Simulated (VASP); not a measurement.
# Ge (P6_3/mmc) in VASP: further runs

Ge is run at these levels: LDA; tasks: single point.

Program: VASP 6.6.1. These are calculated values, not measurements. Logs are shortened: lines on timing, memory, paths and dates and some standing lists are left out, and cuts for length are marked.

**1. The cell of the first run**

It takes space group P6_3/mmc (No. 194, hexagonal). Conventional cell: a = 3.959 Å, b = 3.959 Å, c = 6.531 Å, α = 90.00°, β = 90.00°, γ = 120.00°. Within 3.2 Å of Ge (site symmetry 3m) lie 4 Ge at 2.43 to 2.44 Å.

**2. Single point, LDA**

The input, INCAR:

```
PREC = Accurate ; ENCUT = 520
EDIFF = 1E-6 ; ISMEAR = 0
SIGMA = 0.01 ; LREAL = F
LASPH = T ; NELM = 60
ALGO = Normal ; ISIF = 2
LWAVE = F ; LCHARG = T
GGA = CA ; LELF = T
LVHAR = T ; NBANDS = 36
```

The input, KPOINTS:

```
Automatic mesh
0
Gamma
  10 10 6
```

The input, POSCAR:

```
Ge
1.0
    3.9590484785      0.0000000000      0.0000000000
   -1.9795242393      3.4286365572      0.0000000000
    0.0000000000      0.0000000000      6.5305491787
Ge
4
Direct
    0.3333333333      0.6666666667      0.0628452109
    0.6666666667      0.3333333333      0.5628452109
    0.6666666667      0.3333333333      0.9371547891
    0.3333333333      0.6666666667      0.4371547891
```

Potentials or basis: VASP PAW LDA potentials, release 64 (Ge_d).

The run is started by

```bash
cat potpaw_LDA.64/Ge_d/POTCAR > POTCAR
mpirun -np 1 vasp_std > vasp.out
```

OUTCAR:

```text
PREC = Accurate
   ENCUT = 520
   EDIFF = 1E-6
   ISMEAR = 0
   LREAL = F
   LASPH = T
   NELM = 60
   ISIF = 2
   GGA = CA

 ion  position               nearest neighbor table
   1  0.333  0.667  0.063-   3 2.43   3 2.43   3 2.43   4 2.44
   2  0.667  0.333  0.563-   4 2.43   4 2.43   4 2.43   3 2.44
   3  0.667  0.333  0.937-   1 2.43   1 2.43   1 2.43   2 2.44
   4  0.333  0.667  0.437-   2 2.43   2 2.43   2 2.43   1 2.44

  LATTYP: Found a hexagonal cell.
 ALAT       =     3.9590484785
 C/A-ratio  =     1.6495249336

  Lattice vectors:

 A1 = (   3.9590484785,   0.0000000000,   0.0000000000)
 A2 = (  -1.9795242393,   3.4286365572,   0.0000000000)
 A3 = (   0.0000000000,   0.0000000000,   6.5305491787)

Analysis of symmetry for initial positions (statically):
=====================================================================
 Subroutine PRICEL returns:
 Original cell was already a primitive cell.

 Routine SETGRP: Setting up the symmetry group for a
 hexagonal supercell.

 Subroutine GETGRP returns: Found 24 space group operations
 (whereof 12 operations were pure point group operations)
 out of a pool of 24 trial point group operations.

The static configuration has the point symmetry D_3d.
 The point group associated with its full space group is D_6h.

Analysis of symmetry for dynamics (positions and initial velocities):
=====================================================================
 Subroutine PRICEL returns:
 Original cell was already a primitive cell.

 Routine SETGRP: Setting up the symmetry group for a
 hexagonal supercell.

 Subroutine GETGRP returns: Found 24 space group operations
 (whereof 12 operations were pure point group operations)
 out of a pool of 24 trial point group operations.

The dynamic configuration has the point symmetry D_3d.
 The point group associated with its full space group is D_6h.

 Subroutine INISYM returns: Found 24 space group operations
 (whereof 12 operations are pure point group operations),
 and found     1 'primitive' translations

----------------------------------------------------------------------------------------

                                     Primitive cell

  volume of cell :      88.6466

  direct lattice vectors                    reciprocal lattice vectors
     3.959048479  0.000000000  0.000000000     0.252585945  0.145830563  0.000000000
    -1.979524239  3.428636557  0.000000000     0.000000000  0.291661126  0.000000000
     0.000000000  0.000000000  6.530549179     0.000000000  0.000000000  0.153126479

  length of vectors
     3.959048479  3.959048479  6.530549179     0.291661126  0.291661126  0.153126479

  position of ions in fractional coordinates (direct lattice)
     0.333333333  0.666666667  0.062845211
     0.666666667  0.333333333  0.562845211
     0.666666667  0.333333333  0.937154789
     0.333333333  0.666666667  0.437154789

  ion indices of the primitive-cell ions
   primitive index   ion index
                 1           1
                 2           2
                 3           3
                 4           4

----------------------------------------------------------------------------------------

 KPOINTS: Automatic mesh

Automatic generation of k-mesh.
 Grid dimensions read from file:
 generate k-points for:   10   10    6

 Generating k-lattice:

  Cartesian coordinates                     Fractional coordinates (reciprocal lattice)
     0.025258594  0.014583056  0.000000000     0.100000000 -0.000000000  0.000000000
     0.000000000  0.029166113  0.000000000     0.000000000  0.100000000  0.000000000
     0.000000000  0.000000000  0.025521080     0.000000000  0.000000000  0.166666667

  Length of vectors
     0.029166113  0.029166113  0.025521080

  Shift w.r.t. Gamma in fractional coordinates (k-lattice)
     0.000000000  0.000000000  0.000000000

 Subroutine IBZKPT returns following result:
 ===========================================

 Found     56 irreducible k-points:

 Following reciprocal coordinates:
            Coordinates               Weight
  0.000000  0.000000  0.000000      1.000000
  0.100000 -0.000000  0.000000      6.000000
  0.200000 -0.000000  0.000000      6.000000
  0.300000 -0.000000  0.000000      6.000000
  0.400000  0.000000  0.000000      6.000000
  0.500000  0.000000  0.000000      3.000000
[... 16 lines left out ...]
  0.300000  0.100000  0.166667     24.000000
  0.400000  0.100000  0.166667     24.000000
 [... further k-points ...]
   k-points           NKPTS =     56   k-points in BZ     NKDIM =     56   number of bands    NBANDS=     36
   number of dos      NEDOS =    301   number of ions     NIONS =      4
   total plane-waves  NPLWV =  45000
   dimension x,y,z NGX =    30 NGY =   30 NGZ =   50
   dimension x,y,z NGXF=    60 NGYF=   60 NGZF=  100
   ions per type =               4
   NGX,Y,Z   is equivalent  to a cutoff of  12.60, 12.60, 12.73 a.u.
   NGXF,Y,Z  is equivalent  to a cutoff of  25.19, 25.19, 25.46 a.u.
 SYSTEM =  unknown system
   PREC   = accura    normal or accurate (medium, high low for compatibility)
   ISTART =      0    job   : 0-new  1-cont  2-samecut
   ICHARG =      2    charge: 1-file 2-atom 10-const
   ISPIN  =      1    spin polarized calculation?
   LNONCOLLINEAR =      F non collinear calculations
   LSORBIT =      F    spin-orbit coupling
   LASPH  =      T    aspherical Exc in radial PAW
   ENCUT  =  520.0 eV  38.22 Ry    6.18 a.u.   7.36  7.36 12.14*2*pi/ulx,y,z
   NELM   =     60;   NELMIN=  2; NELMDL= -5     # of ELM steps
   EDIFF  = 0.1E-05   stopping-criterion for ELM
   LREAL  =      F    real-space projection
   EDIFFG = 0.1E-04   stopping-criterion for IOM
   NSW    =      0    number of steps for IOM
   IBRION =     -1    ionic relax: 0-MD 1-quasi-New 2-CG
   NFREE  =      0    steps in history (QN), initial steepest desc. (CG)
   ISIF   =      2    stress and relaxation
   ISYM   =      2    0-nonsym 1-usesym 2-fastsym
   POTIM  = 0.5000    time-step for ionic-motion
   TEBEG  =    0.0;   TEEND  =   0.0 temperature during run
   PSTRESS=    0.0 pullay stress
   NELECT =      56.0000    total number of electrons
   NUPDOWN=      -1.0000    fix difference up-down
   EMIN   =  10.00;   EMAX   =-10.00  energy-range for DOS
   EFERMI =   0.00;   METHOD = LEGACY
   ISMEAR =     0;   SIGMA  =   0.01  broadening in eV -4-tet -1-fermi 0-gaus
   EFERMI_NEDOS =   21; number of points for ismear=-14 and -15
   IALGO  =     38    algorithm
   IMIX   =      4    mixing-type and parameters
     AMIX     =   0.40;   BMIX     =  1.00
     AMIX_MAG =   1.60;   BMIX_MAG =  1.00
  volume/ion in A,a.u.               =      22.16       149.55
  Fermi-wavevector in a.u.,A,eV,Ry     =   1.404700  2.654498 26.846764  1.973181
  Thomas-Fermi vector in A             =   2.527235
   LORBIT       =      0    0 simple, 1 ext, 2 COOP (PROOUT), +10 PAW based schemes
   GGA     = CA    functional components
   LHFCALC =     F    Hartree Fock is set to
   AEXX    =    0.0000 exact exchange contribution
   IVDW    =     0    specifies the selected vdW correction
   LEPSILON=     F    determine dielectric tensor
   LRPA    =     F    only Hartree local field effects (RPA)
 non-spin polarized calculation
 Gauss-broadening in eV      SIGMA  =   0.01
  energy-cutoff  :      520.00
  volume of cell :       88.65
 maximum number of plane-waves:      2418
 NGX is ok and might be reduce to    30
   NGX = 15   NGY = 15   NGZ = 25

 number of electron      56.0000036 magnetization

 Free energy of the ion-electron system (eV)
  ---------------------------------------------------
  ext. energy  EPLUGINS =         0.00000000
  ---------------------------------------------------
  free energy    TOTEN  =       -20.71644252 eV

  energy without entropy =      -20.71642371  energy(sigma->0) =      -20.71643312

 E-fermi :   4.9580     XC(G=0): -10.3853

 val. band max:        4.9579698401   @ k =   0.0000   0.0000   0.1667
 cond. band min:       5.0876527785   @ k =   0.0000   0.0000   0.0000
 fundamental gap:      0.1296829384
 Fermi energy:         4.9579698595

 k-point     1 :       0.0000    0.0000    0.0000
  band No.  band energies     occupation
      1     -20.0803      2.00000
      2     -20.0803      2.00000
      3     -20.0399      2.00000
      4     -20.0389      2.00000
      5     -20.0389      2.00000
      6     -20.0256      2.00000
[... 28 lines left out ...]
     35       9.5779      0.00000
     36      10.9594      0.00000

 k-point     2 :       0.1000   -0.0000    0.0000
  band No.  band energies     occupation
      1     -20.0872      2.00000
      2     -20.0825      2.00000
      3     -20.0466      2.00000
      4     -20.0428      2.00000
      5     -20.0390      2.00000
      6     -20.0173      2.00000
[... 28 lines left out ...]
     35      10.0288      0.00000
     36      11.3845      0.00000

 k-point     3 :       0.2000   -0.0000    0.0000
  band No.  band energies     occupation
      1     -20.0971      2.00000
      2     -20.0866      2.00000
      3     -20.0582      2.00000
      4     -20.0503      2.00000
      5     -20.0370      2.00000
      6     -20.0063      2.00000
[... 28 lines left out ...]
     35      10.6401      0.00000
     36      11.1496      0.00000

 k-point     4 :       0.3000   -0.0000    0.0000
  band No.  band energies     occupation
      1     -20.1014      2.00000
      2     -20.0893      2.00000
      3     -20.0699      2.00000
      4     -20.0568      2.00000
      5     -20.0301      2.00000
      6     -19.9988      2.00000
[... 28 lines left out ...]
     35      11.9424      0.00000
     36      12.0423      0.00000

 k-point     5 :       0.4000    0.0000    0.0000
  band No.  band energies     occupation
      1     -20.0995      2.00000
      2     -20.0902      2.00000
      3     -20.0805      2.00000
      4     -20.0607      2.00000
      5     -20.0193      2.00000
      6     -19.9950      2.00000
[... 655 lines left out ...]
 k-point    22 :       0.2000    0.1000    0.1667
  band No.  band energies     occupation
      1     -20.0963      2.00000
      2     -20.0901      2.00000
      3     -20.0621      2.00000
      4     -20.0614      2.00000
      5     -20.0326      2.00000
      6     -20.0019      2.00000
[... 28 lines left out ...]
     35      11.2104      0.00000
     36      11.8307      0.00000

 k-point    23 :       0.3000    0.1000    0.1667
  band No.  band energies     occupation
      1     -20.0974      2.00000
      2     -20.0921      2.00000
      3     -20.0726      2.00000
      4     -20.0678      2.00000
      5     -20.0203      2.00000
      6     -19.9908      2.00000
[... 28 lines left out ...]
     35      11.7980      0.00000
     36      12.2026      0.00000

 k-point    24 :       0.4000    0.1000    0.1667
  band No.  band energies     occupation
      1     -20.0949      2.00000
      2     -20.0918      2.00000
      3     -20.0818      2.00000
      4     -20.0710      2.00000
      5     -20.0072      2.00000
      6     -19.9827      2.00000
[... 28 lines left out ...]
     35      13.1722      0.00000
     36      13.4622      0.00000

 [... further k-points ...]
[... 5 lines left out ...]
  --------------------------------------------------------------------------------------
  -------------------------------------------------------------------------------------
  Total        0.1026349      0.1026349      0.1026750     -0.0000000      0.0000000      0.0000000
  in kB        1.8549996      1.8549996      1.8557245     -0.0000000      0.0000000      0.0000000
  external PRESSURE =       1.8552413 kB  Pullay stress =       0.0000000 kB

 VOLUME and BASIS-vectors are now :
 -----------------------------------------------------------------------------
  energy-cutoff  :      520.00
  volume of cell :       88.65
      direct lattice vectors                 reciprocal lattice vectors
     3.959048479  0.000000000  0.000000000     0.252585945  0.145830563  0.000000000
    -1.979524239  3.428636557  0.000000000     0.000000000  0.291661126  0.000000000
     0.000000000  0.000000000  6.530549179     0.000000000  0.000000000  0.153126479

 POSITION                                       TOTAL-FORCE (eV/Angst)
 -----------------------------------------------------------------------------------
     -0.00000      2.28576      0.41041         0.000000      0.000000     -0.000418
      1.97952      1.14288      3.67569        -0.000000      0.000000     -0.000418
      1.97952      1.14288      6.12014        -0.000000      0.000000      0.000418
     -0.00000      2.28576      2.85486         0.000000      0.000000      0.000418
 -----------------------------------------------------------------------------------
    total drift:                               -0.000000      0.000000     -0.000000

  FREE ENERGIE OF THE ION-ELECTRON SYSTEM (eV)
  ---------------------------------------------------
  free  energy   TOTEN  =       -20.7164425205 eV

  energy  without entropy=      -20.7164237140  energy(sigma->0) =      -20.71643312
```

Run time: 95 s. Hardware: 1 thread of Intel Xeon Platinum 8488C (Sapphire Rapids), shared host; peak memory 0.24 GiB.

Results:

```yaml
Free_energy: -20.7164 eV
Pressure: 0.2 GPa
Band_gap_on_the_k_mesh: zero (band 28 reaches 5.09 eV, above the bottom of band 29 at 4.96 eV)
```

Levels at points of the mesh, in eV from the Fermi level:
```tsv
k point	band 24	band 25	band 26	band 27	band 28	band 29	band 30	band 31	band 32	band 33
(0.00, 0.00, 0.00)	-1.50	-1.50	-0.14	-0.09	0.13	0.15	0.15	2.26	2.26	2.78
(0.50, 0.00, 0.00)	-6.83	-4.71	-3.14	-2.91	-1.46	0.45	1.68	3.52	3.73	4.39
(0.00, 0.00, 0.50)	-4.86	-0.86	-0.86	-0.86	-0.86	0.70	0.70	3.40	3.40	3.40
(0.50, 0.00, 0.50)	-7.99	-2.60	-2.60	-2.47	-2.47	0.49	0.49	2.07	2.07	6.20
```

**3. Single point, LDA**

The input, INCAR:

```
PREC = Accurate
ENCUT = 520
EDIFF = 1E-7
ISMEAR = 0
SIGMA = 0.01
LREAL = False
LASPH = True
NELM = 80
ALGO = Normal
ISIF = 2
LWAVE = False
LCHARG = True
LELF = True
LVHAR = True
NBANDS = 36
```

KPOINTS is that of step 2.

POSCAR is that of step 2.

Potentials or basis: VASP PAW LDA potentials, release 64 (Ge_d).

The run is started by

```bash
cat potpaw_LDA.64/Ge_d/POTCAR > POTCAR
mpirun -np 1 vasp_std > vasp.out
```

Wall time 98 s (1 thread of Intel Xeon Platinum 8488C (Sapphire Rapids), shared host); peak memory 0.24 GiB.

Results (log left out):

```yaml
Free_energy: -20.7164 eV
Pressure: 0.1 GPa
Band_gap_on_the_k_mesh: zero (band 28 reaches 5.09 eV, above the bottom of band 29 at 4.96 eV)
```

Levels at points of the mesh, in eV from the Fermi level:
```csv
k point,band 24,band 25,band 26,band 27,band 28,band 29,band 30,band 31,band 32,band 33
"(0.00, 0.00, 0.00)",-1.50,-1.50,-0.13,-0.09,0.13,0.15,0.15,2.26,2.26,2.78
"(0.50, 0.00, 0.00)",-6.83,-4.71,-3.14,-2.91,-1.46,0.45,1.68,3.52,3.73,4.39
"(0.00, 0.00, 0.50)",-4.86,-0.86,-0.86,-0.86,-0.86,0.70,0.70,3.40,3.40,3.40
"(0.50, 0.00, 0.50)",-7.99,-2.60,-2.60,-2.47,-2.47,0.49,0.49,2.07,2.07,6.20
```
